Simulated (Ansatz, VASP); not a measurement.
**Ni in VASP and in Ansatz**

```
Ni
1.0
     0.00000    1.47567    1.47567
     1.47567    0.00000    1.47567
     1.47567    1.47567    0.00000
Ni
1
Direct
  0.00000 0.00000 0.00000
```

Change from the starting cell: volume scaled by 0.64, LAPW.

Alike in both runs: task single point; functional LDA; k mesh 18 × 18 × 18; occupations fermi-dirac, width 0.08 eV; collinear spin.

|  | VASP | Ansatz |
| --- | --- | --- |
| version | VASP 6.6.1 | Ansatz 0.2.0 |
| potentials or method | VASP PAW LDA potentials, release 64 (Ni), cutoff 520 eV | all-electron LAPW, scalar-relativistic |

Ansatz gave:

| Quantity | Value |
| --- | --- |
| pressure (GPa) | 324.5 |
| net moment per atom (μB) | 0.08 |
| size of the moment on the site where the two differ most (μB) | 0.08 |

Task: Estimate VASP's values.

Result: Pressure (GPa): 325.2; net moment per atom (μB): 0.00; size of the moment on the site where the two differ most (μB): 0.00.

LDA's correlation is that of Perdew and Zunger in VASP and of Perdew and Wang (1992) in Ansatz. Site moments also hang on the region over which each program counts them. Both programs put the cell under a high pressure, so it lies far from rest at this level. Ansatz ran all-electron here, and VASP with PAW potentials. Ansatz's warnings: seeded moment not kept.

Noted on VASP's run: the cell as given lies far from equilibrium.
